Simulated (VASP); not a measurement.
# ZnO (pbe) (P6_3mc) in VASP: further runs, part 2 of 3

VASP 6.6.1.

## 3. Single point, PBE

This run uses another cell than the first one, of 12.33 Å³/atom, 1.037 times its volume.

The input, INCAR:

```
PREC = Accurate
ENCUT = 520
EDIFF = 1E-6
ISMEAR = 0
SIGMA = 0.02
LREAL = F
LASPH = T
NELM = 80
ALGO = Normal
ISIF = 2
LWAVE = F
LCHARG = F
GGA = PE
NBANDS = 26
```

The input, KPOINTS:

```
regular mesh
0
Gamma
  9 9 6
```

The input, POSCAR:

```
ZnO
1.0
    3.2799348279      0.0000000000      0.0000000000
   -1.6399674140      2.8405068837      0.0000000000
    0.0000000000      0.0000000000      5.2942008798
Zn O
2 2
Direct
    0.3333333333      0.6666666667      0.0019632195
    0.6666666667      0.3333333333      0.5019632195
    0.3333333333      0.6666666667      0.3810367805
    0.6666666667      0.3333333333      0.8810367805
```

Potentials or basis: VASP PAW PBE potentials, release 64 (Zn, O).

The run is started by

```bash
$ cat potpaw_PBE.64/Zn/POTCAR potpaw_PBE.64/O/POTCAR > POTCAR
$ mpirun -np 1 vasp_std > vasp.out
```

It took 83 s on 1 thread of AMD EPYC 7R43 (Zen 3), shared host; peak memory 0.15 GiB.

The run converged. Its results:

```yaml
Free_energy: -17.8610 eV
Pressure: 0.8 GPa
Band_gap_on_the_k_mesh: 0.73 eV, direct
```

Levels at points of the mesh, in eV from the valence-band top:
```csv
k point,band 15,band 16,band 17,band 18,band 19,band 20,band 21,band 22
"(0.00, 0.00, 0.00)",-0.75,-0.08,0.00,0.00,0.73,5.09,8.07,12.73
"(0.00, 0.00, 0.50)",-0.37,-0.37,-0.37,-0.37,3.36,3.36,9.91,9.91
```

## 4. Single point, PBE

This run uses another cell than the first one, of 12.33 Å³/atom, 1.037 times its volume.

INCAR is that of step 3.

KPOINTS is that of step 3.

The input, POSCAR:

```
ZnO
1.0
    3.2799348311      0.0000000000      0.0000000000
   -1.6399674156      2.8405068865      0.0000000000
    0.0000000000      0.0000000000      5.2942008813
Zn O
2 2
Direct
    0.3333333333      0.6666666667      0.0019632196
    0.6666666667      0.3333333333      0.5019632196
    0.3333333333      0.6666666667      0.3810367804
    0.6666666667      0.3333333333      0.8810367804
```

Potentials or basis: VASP PAW PBE potentials, release 64 (Zn, O).

The run is started by

```bash
$ cat potpaw_PBE.64/Zn/POTCAR potpaw_PBE.64/O/POTCAR > POTCAR
$ mpirun -np 1 vasp_std > vasp.out
```

OUTCAR:

```text
PREC = Accurate
   ENCUT = 520
   EDIFF = 1E-6
   ISMEAR = 0
   LREAL = F
   LASPH = T
   NELM = 80
   ISIF = 2
   GGA = PE

 ion  position               nearest neighbor table
   1  0.333  0.667  0.002-   4 2.00   4 2.00   4 2.00   3 2.01
   2  0.667  0.333  0.502-   3 2.00   3 2.00   3 2.00   4 2.01
   3  0.333  0.667  0.381-   2 2.00   2 2.00   2 2.00   1 2.01
   4  0.667  0.333  0.881-   1 2.00   1 2.00   1 2.00   2 2.01

  LATTYP: Found a hexagonal cell.
 ALAT       =     3.2799348311
 C/A-ratio  =     1.6141177047

  Lattice vectors:

 A1 = (   3.2799348311,   0.0000000000,   0.0000000000)
 A2 = (  -1.6399674156,   2.8405068865,   0.0000000000)
 A3 = (   0.0000000000,   0.0000000000,   5.2942008813)

Analysis of symmetry for initial positions (statically):
=====================================================================
 Subroutine PRICEL returns:
 Original cell was already a primitive cell.

 Routine SETGRP: Setting up the symmetry group for a
 hexagonal supercell.

 Subroutine GETGRP returns: Found 12 space group operations
 (whereof  6 operations were pure point group operations)
 out of a pool of 24 trial point group operations.

The static configuration has the point symmetry C_3v.
 The point group associated with its full space group is C_6v.

Analysis of symmetry for dynamics (positions and initial velocities):
=====================================================================
 Subroutine PRICEL returns:
 Original cell was already a primitive cell.

 Routine SETGRP: Setting up the symmetry group for a
 hexagonal supercell.

 Subroutine GETGRP returns: Found 12 space group operations
 (whereof  6 operations were pure point group operations)
 out of a pool of 24 trial point group operations.

The dynamic configuration has the point symmetry C_3v.
 The point group associated with its full space group is C_6v.

 Subroutine INISYM returns: Found 12 space group operations
 (whereof  6 operations are pure point group operations),
 and found     1 'primitive' translations

----------------------------------------------------------------------------------------

                                     Primitive cell

  volume of cell :      49.3244

  direct lattice vectors                    reciprocal lattice vectors
     3.279934831  0.000000000  0.000000000     0.304884106  0.176024921  0.000000000
    -1.639967416  2.840506887  0.000000000     0.000000000  0.352049842  0.000000000
     0.000000000  0.000000000  5.294200881     0.000000000  0.000000000  0.188885919

  length of vectors
     3.279934831  3.279934831  5.294200881     0.352049842  0.352049842  0.188885919

  position of ions in fractional coordinates (direct lattice)
     0.333333333  0.666666667  0.001963220
     0.666666667  0.333333333  0.501963220
     0.333333333  0.666666667  0.381036780
     0.666666667  0.333333333  0.881036780

  ion indices of the primitive-cell ions
   primitive index   ion index
                 1           1
                 2           2
                 3           3
                 4           4

----------------------------------------------------------------------------------------

 KPOINTS: regular mesh

Automatic generation of k-mesh.
 Grid dimensions read from file:
 generate k-points for:    9    9    6

 Generating k-lattice:

  Cartesian coordinates                     Fractional coordinates (reciprocal lattice)
     0.033876012  0.019558325  0.000000000     0.111111111 -0.000000000  0.000000000
     0.000000000  0.039116649  0.000000000     0.000000000  0.111111111  0.000000000
     0.000000000  0.000000000  0.031480987     0.000000000  0.000000000  0.166666667

  Length of vectors
     0.039116649  0.039116649  0.031480987

  Shift w.r.t. Gamma in fractional coordinates (k-lattice)
     0.000000000  0.000000000  0.000000000

 Subroutine IBZKPT returns following result:
 ===========================================

 Found     48 irreducible k-points:

 Following reciprocal coordinates:
            Coordinates               Weight
  0.000000  0.000000  0.000000      1.000000
  0.111111 -0.000000  0.000000      6.000000
  0.222222 -0.000000  0.000000      6.000000
  0.333333  0.000000  0.000000      6.000000
  0.444444 -0.000000  0.000000      6.000000
  0.111111  0.111111  0.000000      6.000000
[... 16 lines left out ...]
  0.333333  0.222222  0.166667     24.000000
  0.333333  0.333333  0.166667      4.000000
 [... further k-points ...]
   k-points           NKPTS =     48   k-points in BZ     NKDIM =     48   number of bands    NBANDS=     26
   number of dos      NEDOS =    301   number of ions     NIONS =      4
   total plane-waves  NPLWV =  23040
   dimension x,y,z NGX =    24 NGY =   24 NGZ =   40
   dimension x,y,z NGXF=    48 NGYF=   48 NGZF=   80
   ions per type =               2   2
   NGX,Y,Z   is equivalent  to a cutoff of  12.16, 12.16, 12.56 a.u.
   NGXF,Y,Z  is equivalent  to a cutoff of  24.33, 24.33, 25.12 a.u.
 SYSTEM =  unknown system
   PREC   = accura    normal or accurate (medium, high low for compatibility)
   ISTART =      0    job   : 0-new  1-cont  2-samecut
   ICHARG =      2    charge: 1-file 2-atom 10-const
   ISPIN  =      1    spin polarized calculation?
   LNONCOLLINEAR =      F non collinear calculations
   LSORBIT =      F    spin-orbit coupling
   LASPH  =      T    aspherical Exc in radial PAW
   ENCUT  =  520.0 eV  38.22 Ry    6.18 a.u.   6.10  6.10  9.84*2*pi/ulx,y,z
   NELM   =     80;   NELMIN=  2; NELMDL= -5     # of ELM steps
   EDIFF  = 0.1E-05   stopping-criterion for ELM
   LREAL  =      F    real-space projection
   EDIFFG = 0.1E-04   stopping-criterion for IOM
   NSW    =      0    number of steps for IOM
   IBRION =     -1    ionic relax: 0-MD 1-quasi-New 2-CG
   NFREE  =      0    steps in history (QN), initial steepest desc. (CG)
   ISIF   =      2    stress and relaxation
   ISYM   =      2    0-nonsym 1-usesym 2-fastsym
   POTIM  = 0.5000    time-step for ionic-motion
   TEBEG  =    0.0;   TEEND  =   0.0 temperature during run
   PSTRESS=    0.0 pullay stress
   NELECT =      36.0000    total number of electrons
   NUPDOWN=      -1.0000    fix difference up-down
   EMIN   =  10.00;   EMAX   =-10.00  energy-range for DOS
   EFERMI =   0.00;   METHOD = LEGACY
   ISMEAR =     0;   SIGMA  =   0.02  broadening in eV -4-tet -1-fermi 0-gaus
   EFERMI_NEDOS =   21; number of points for ismear=-14 and -15
   IALGO  =     38    algorithm
   IMIX   =      4    mixing-type and parameters
     AMIX     =   0.40;   BMIX     =  1.00
     AMIX_MAG =   1.60;   BMIX_MAG =  1.00
  volume/ion in A,a.u.               =      12.33        83.21
  Fermi-wavevector in a.u.,A,eV,Ry     =   1.473970  2.785399 29.559829  2.172586
  Thomas-Fermi vector in A             =   2.588798
   LORBIT       =      0    0 simple, 1 ext, 2 COOP (PROOUT), +10 PAW based schemes
   GGA     = PE    functional components
   LHFCALC =     F    Hartree Fock is set to
   AEXX    =    0.0000 exact exchange contribution
   IVDW    =     0    specifies the selected vdW correction
   LEPSILON=     F    determine dielectric tensor
   LRPA    =     F    only Hartree local field effects (RPA)
 non-spin polarized calculation
 Gauss-broadening in eV      SIGMA  =   0.02
  energy-cutoff  :      520.00
  volume of cell :       49.32
 maximum number of plane-waves:      1350
   NGX = 13   NGY = 13   NGZ = 19

 number of electron      36.0000036 magnetization

 Free energy of the ion-electron system (eV)
  ---------------------------------------------------
  ext. energy  EPLUGINS =         0.00000000
  ---------------------------------------------------
  free energy    TOTEN  =       -17.86095204 eV

  energy without entropy =      -17.86095204  energy(sigma->0) =      -17.86095204

 E-fermi :   1.0102     XC(G=0): -10.7231

 val. band max:        0.8915479254   @ k =   0.0000   0.0000   0.0000
 cond. band min:       1.6185511921   @ k =   0.0000   0.0000   0.0000
 fundamental gap:      0.7270032668
 Fermi energy:         1.0101739041

 k-point     1 :       0.0000    0.0000    0.0000
  band No.  band energies     occupation
      1     -16.9233      2.00000
      2     -16.2566      2.00000
      3      -4.6436      2.00000
      4      -4.6436      2.00000
      5      -4.6043      2.00000
      6      -4.4882      2.00000
[... 685 lines left out ...]
     25      14.1703      0.00000
     26      14.9364      0.00000

 [... further k-points ...]

------------------------ aborting loop because EDIFF is reached ----------------------------------------

  FORCE on cell =-STRESS in cart. coord.  units (eV):
  Direction    XX          YY          ZZ          XY          YZ          ZX
  --------------------------------------------------------------------------------------
  -------------------------------------------------------------------------------------
  Total        0.2585735      0.2585735      0.2587501     -0.0000000      0.0000000      0.0000000
  in kB        8.3991077      8.3991077      8.4048450     -0.0000000      0.0000000      0.0000000
  external PRESSURE =       8.4010202 kB  Pullay stress =       0.0000000 kB

 VOLUME and BASIS-vectors are now :
 -----------------------------------------------------------------------------
  energy-cutoff  :      520.00
  volume of cell :       49.32
      direct lattice vectors                 reciprocal lattice vectors
     3.279934831  0.000000000  0.000000000     0.304884106  0.176024921  0.000000000
    -1.639967416  2.840506887  0.000000000     0.000000000  0.352049842  0.000000000
     0.000000000  0.000000000  5.294200881     0.000000000  0.000000000  0.188885919

 POSITION                                       TOTAL-FORCE (eV/Angst)
 -----------------------------------------------------------------------------------
     -0.00000      1.89367      0.01039        -0.000000     -0.000000      0.000504
      1.63997      0.94684      2.65749         0.000000      0.000000      0.000504
     -0.00000      1.89367      2.01729         0.000000      0.000000     -0.000504
      1.63997      0.94684      4.66439         0.000000     -0.000000     -0.000504
 -----------------------------------------------------------------------------------
    total drift:                               -0.000001     -0.000001     -0.001665

  FREE ENERGIE OF THE ION-ELECTRON SYSTEM (eV)
  ---------------------------------------------------
  free  energy   TOTEN  =       -17.8609520387 eV

  energy  without entropy=      -17.8609520387  energy(sigma->0) =      -17.86095204
```

OSZICAR:

```text
N       E                     dE             d eps       ncg     rms          rms(c)
DAV:   1     0.295654952514E+03    0.29565E+03   -0.18113E+04  2528   0.200E+03
DAV:   2     0.114235894009E+02   -0.28423E+03   -0.26697E+03  2634   0.410E+02
DAV:   3    -0.204586897840E+02   -0.31882E+02   -0.31459E+02  2734   0.140E+02
DAV:   4    -0.211021165629E+02   -0.64343E+00   -0.64197E+00  2762   0.205E+01
DAV:   5    -0.211053603571E+02   -0.32438E-02   -0.32436E-02  2686   0.150E+00    0.141E+01
DAV:   6    -0.176983956094E+02    0.34070E+01   -0.67626E+00  3968   0.626E+01    0.848E+00
DAV:   7    -0.178997062503E+02   -0.20131E+00   -0.29321E+00  2602   0.172E+01    0.511E+00
DAV:   8    -0.179086126588E+02   -0.89064E-02   -0.51792E-01  3544   0.735E+00    0.163E+00
DAV:   9    -0.178583179418E+02    0.50295E-01   -0.10342E-01  3608   0.631E+00    0.298E-01
DAV:  10    -0.178608169553E+02   -0.24990E-02   -0.35349E-02  2528   0.133E+00    0.124E-01
DAV:  11    -0.178609308076E+02   -0.11385E-03   -0.68591E-04  2706   0.478E-01    0.451E-02
DAV:  12    -0.178609442887E+02   -0.13481E-04   -0.19633E-04  3258   0.409E-01    0.157E-02
DAV:  13    -0.178609566430E+02   -0.12354E-04   -0.38039E-05  2746   0.966E-02    0.187E-02
DAV:  14    -0.178609522318E+02    0.44112E-05   -0.16543E-05  2758   0.352E-02    0.192E-03
DAV:  15    -0.178609520387E+02    0.19310E-06   -0.10413E-06  1744   0.895E-03
   1 F= -.17860952E+02 E0= -.17860952E+02  d E =-.244299E-19
```

stdout:

```text
POSCAR found type information on POSCAR ZnO
 POSCAR found :  2 types and       4 ions
 scaLAPACK will be used
 LDA part: xc-table for (Slater+PW92), standard interpolation
 POSCAR, INCAR and KPOINTS ok, starting setup
 FFT: planning ... GRIDC
 FFT: planning ... GRID_SOFT
 FFT: planning ... GRID
 WAVECAR not read
 entering main loop
```

Run time: 34 s. Hardware: 1 thread of Intel Xeon Platinum 8375C at 2.90GHz (Ice Lake), shared host; peak memory 0.19 GiB.

Results:

| Item | Value |
| --- | --- |
| Free energy | -17.8610 eV |
| Pressure | 0.8 GPa |
| Band gap on the k mesh | 0.73 eV, direct |

(Continued in part 3 of 3.)
